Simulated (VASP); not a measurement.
Wanted: the native input for a VASP 6.6.1 run.

```yaml
Task: single point
Functional: PBE
Potentials_or_basis: VASP PAW PBE potentials, release 64 (Ni, O)
Cutoff: 520 eV
k_mesh: 18 × 18 × 18
Occupations: gaussian, width 0.1 eV
Spin: collinear spin, ferromagnetic start
Starting_moments: "[1.6, 0.32] μB"
Dipole_correction: no
Further_INCAR_settings: ALGO = Normal; EDIFF = 1e-07; NBANDS = 19
```

The structure of NiO lies in POSCAR:

```
NiO
1.0
    0.0000000000      2.1081761852      2.1081761852
    2.1081761852      0.0000000000      2.1081761852
    2.1081761852      2.1081761852      0.0000000000
Ni O
1 1
Direct
    0.0000000000      0.0000000000      0.0000000000
    0.5000000000      0.5000000000      0.5000000000
```

These files were run (other wordings do the same):

INCAR

```
PREC     = Accurate       # precision mode
ENCUT    = 520            # plane-wave cutoff, eV
EDIFF    = 1E-7           # SCF threshold, eV
ISMEAR   = 0              # smearing method
SIGMA    = 0.1            # smearing width, eV
LREAL    = False          # projectors in reciprocal space
LASPH    = True           # aspherical terms in the spheres
NELM     = 150            # most SCF steps
ALGO     = Normal         # electronic algorithm
ISIF     = 2              # what is computed and relaxed
LWAVE    = False          # write WAVECAR
LCHARG   = False          # write CHGCAR
ISPIN    = 2              # spin polarisation
MAGMOM   = 1.6 0.32       # initial moments
LORBIT   = 11             # projections on sites
LMAXMIX  = 4              # l up to which the mixer works
GGA      = PE             # functional
NBANDS   = 19             # bands
```

KPOINTS

```
regular mesh
0
Gamma
  18 18 18
```

Potentials or basis: VASP PAW PBE potentials, release 64 (Ni, O).

Run with:

```bash
$ cat potpaw_PBE.64/Ni/POTCAR potpaw_PBE.64/O/POTCAR > POTCAR
$ mpirun -np 1 vasp_std > vasp.out
```

Results of the run:

```yaml
Pressure: -0.4 GPa
Net_moment: 1.77 μB per cell
Site_moments: Ni +1.45; O +0.27 μB
Valence_electrons_inside_the_program's_atomic_spheres: Ni 8.93; O 4.97
```

Caveat: a cell with one magnetic atom can't hold antiferromagnetic order, which such compounds often take.

Wall time 71 s on 1 thread of Intel(R) Xeon(R) Platinum 8559C (Emerald Rapids), with other jobs on the host, peak memory 0.23 GiB.
